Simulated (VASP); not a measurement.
**FeO: single point with PBE+U**

FeO:

```
Fe O
1.0
     2.68236   -1.52443    0.00000
     2.68236    1.52443    0.00000
    -0.23431    0.00000    5.26945
Fe O
2 2
Direct
  0.00000 0.00000 0.00000
  0.00000 0.00000 0.50000
  0.66453 0.66453 0.25570
  0.33547 0.33547 0.74430
```

* Program: VASP 6.6.1
* Task: single point
* Functional: PBE
* Potentials or basis: VASP PAW PBE potentials, release 64 (Fe, O)
* Cutoff: 520 eV
* k mesh: 10 × 10 × 6
* Occupations: gaussian, width 0.05 eV
* Spin: collinear spin, ferromagnetic start
* Starting moments: [4.0, 4.0, 0.0, 0.0] μB
* Hubbard terms: Fe d U = 5.3 eV
* Dipole correction: no
* Further INCAR settings: ALGO = Normal; EDIFF = 1e-06; NBANDS = 26

| Property | Result |
| --- | --- |
| Pressure | -1.9 GPa |
| Largest force | 0.264 eV/Å |
| Band gap on the k mesh | 1.21 eV (least direct gap 1.29 eV) |
| Net moment | 8.00 μB per cell |
| Site moments | Fe +3.80, +3.81; O +0.14 μB |
| Valence electrons inside the program's atomic spheres | Fe 6.71, 6.75; O 4.99 |

Forces in eV/Å, atoms in the order of the input:
```
Fe   0.000  0.000  0.000
Fe   0.000  0.000  0.000
O   -0.017  0.000 -0.263
O    0.017  0.000  0.263
```

Stress tensor (GPa, compression positive):
```
-2.35  0.00 -2.39
 0.00  1.44  0.00
-2.39  0.00 -4.82
```

Levels at points of the mesh, in eV from the valence-band top:
Spin up:
```
           k point  band 14  band 15  band 16  band 17  band 18  band 19  band 20  band 21  band 22  band 23
(0.00, 0.00, 0.00)    -1.97    -1.63    -1.60    -0.13    -0.09     1.21     5.82     8.79    14.25    14.56
(0.50, 0.00, 0.00)    -2.97    -2.69    -2.45    -0.48    -0.09     5.93     7.79     8.27     9.71    10.70
(0.50, 0.50, 0.00)    -3.02    -2.62    -2.29    -0.62    -0.04     6.13     7.81     8.17     9.42    10.83
(0.00, 0.00, 0.50)    -2.70    -0.89    -0.72    -0.71    -0.63     3.89     4.08    10.69    11.14    15.12
(0.50, 0.00, 0.50)    -2.88    -1.34    -1.26    -1.26    -1.00     5.94     5.99     9.48     9.69    11.45
(0.50, 0.50, 0.50)    -2.67    -1.36    -1.24    -1.18    -1.00     5.88     5.97     9.32     9.68    11.39
```
Spin down:
```
           k point  band 6  band 7  band 8  band 9  band 10  band 11  band 12  band 13  band 14  band 15
(0.00, 0.00, 0.00)   -2.45   -1.71   -1.35   -1.32    -0.07     2.08     2.88     3.22     3.46     3.87
(0.50, 0.00, 0.00)   -3.42   -2.63   -2.37   -1.99    -0.17     3.10     3.60     3.98     4.18     4.41
(0.50, 0.50, 0.00)   -3.52   -2.56   -2.28   -1.68    -0.30     2.90     3.91     4.12     4.40     4.47
(0.00, 0.00, 0.50)   -2.19   -2.01   -1.94   -0.99    -0.90     3.20     3.52     3.61     3.79     4.44
(0.50, 0.00, 0.50)   -3.10   -2.51   -2.46   -1.38    -0.62     3.16     3.58     3.99     4.25     4.55
(0.50, 0.50, 0.50)   -3.12   -2.50   -2.34   -1.25    -0.41     2.66     3.80     4.30     4.41     4.59
```

Eigenvalues of the final occupation matrices:
```
    site  spin  trace               eigenvalues
site 1 d     1   4.94  0.97 0.97 0.97 1.01 1.02
site 1 d     2   1.18  0.02 0.03 0.07 0.10 0.96
site 2 d     1   4.95  0.97 0.97 0.97 1.01 1.02
site 2 d     2   1.18  0.02 0.03 0.08 0.10 0.94
```

It took 44 min on 1 thread of Intel Xeon 8259CL, with other jobs on the host, peak memory 0.4 GiB.

Caveat: the stress differs along the axes, from -5 to 1 GPa; the run started ferromagnetic, and an antiferromagnetic order may lie lower in energy. A k mesh can miss the band edges.
